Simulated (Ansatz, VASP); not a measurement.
# Ta2N in VASP and in Ansatz

```
Ta N
1.0
     3.03438    0.00000    0.00000
    -1.51719    2.62785    0.00000
     0.00000    0.00000    4.74423
Ta N
2 1
Direct
  0.66667 0.33333 0.74669
  0.33333 0.66667 0.25331
  0.00000 0.00000 0.00000
```

Alike in both runs: task single point; functional LDA; k mesh 18 × 18 × 10; occupations gaussian, width 0.15 eV; no spin polarisation.

|  | VASP | Ansatz |
| --- | --- | --- |
| version | VASP 6.6.1 | Ansatz 0.2.0 |
| potentials or method | VASP PAW LDA potentials, release 64 (Ta_pv, N), cutoff 520 eV | scalar-relativistic, plane waves, PAW |
| valence electrons in the cell | 27 | 31 |

VASP gave:

| Item | Value |
| --- | --- |
| gap on the k mesh at the Fermi level (eV) | none |
| pressure (GPa) | 10.9 |
| traceless stress, the component that is largest in VASP (GPa) | -0.06 |
| rms of the force components (eV/Å) | 0.129 |

Question: Which values does Ansatz return?

Answer: gap on the k mesh at the Fermi level (eV): none; pressure (GPa): 9.1; traceless stress, the component that is largest in VASP (GPa): 0.05; rms of the force components (eV/Å): 0.103.

Ansatz warns that its potentials were made for another functional, while VASP's fit it. LDA's correlation is that of Perdew and Zunger in VASP and of Perdew and Wang (1992) in Ansatz. Atom by atom the forces differ by 0.026 eV/Å (rms over components). A gap of «none» marks a metal or a gap that the smearing closes. VASP's potentials hold 27 valence electrons a cell and Ansatz's 31, so a difference there can come from the potentials and not from the codes.

Neither program's run includes spin-orbit coupling.
